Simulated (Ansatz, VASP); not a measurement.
**Sr in VASP and in Ansatz**

```
Sr
1.0
     3.72362    0.00000    0.00000
    -1.86181    4.03786    0.00000
     0.00000    0.00000    7.25878
Sr
2
Direct
  0.33333 0.66667 0.25000
  0.66667 0.33333 0.75000
```

Change from the starting cell: strain +e along x and -e along y -0.1100, strain +e along z and -e/2 along x and y +0.0350.

Alike in both runs: task single point; functional PBE; k mesh 12 × 12 × 6; occupations gaussian, width 0.15 eV; no spin polarisation.

|  | VASP | Ansatz |
| --- | --- | --- |
| version | VASP 6.6.1 | Ansatz 0.2.0 |
| potentials or method | VASP PAW PBE potentials, release 64 (Sr_sv), cutoff 520 eV | scalar-relativistic, plane waves, PAW |
| valence electrons in the cell | 20 | 20 |

|  | VASP | Ansatz | Ansatz less VASP |
| --- | --- | --- | --- |
| gap on the k mesh at the Fermi level (eV) | none | none | - |
| pressure (GPa) | 0.5 | 0.5 | 0.00 |
| traceless stress, the component that is largest in VASP (GPa) | 3.79 | 3.79 | -0.008 |
| rms of the force components (eV/Å) | 0.089 | 0.089 | -0.0001 |

Atom by atom the forces differ by 0.000 eV/Å (rms over components). A gap of «none» marks a metal or a gap that the smearing closes. The functional is the same, so the differences come from potentials, cutoffs and numerics.
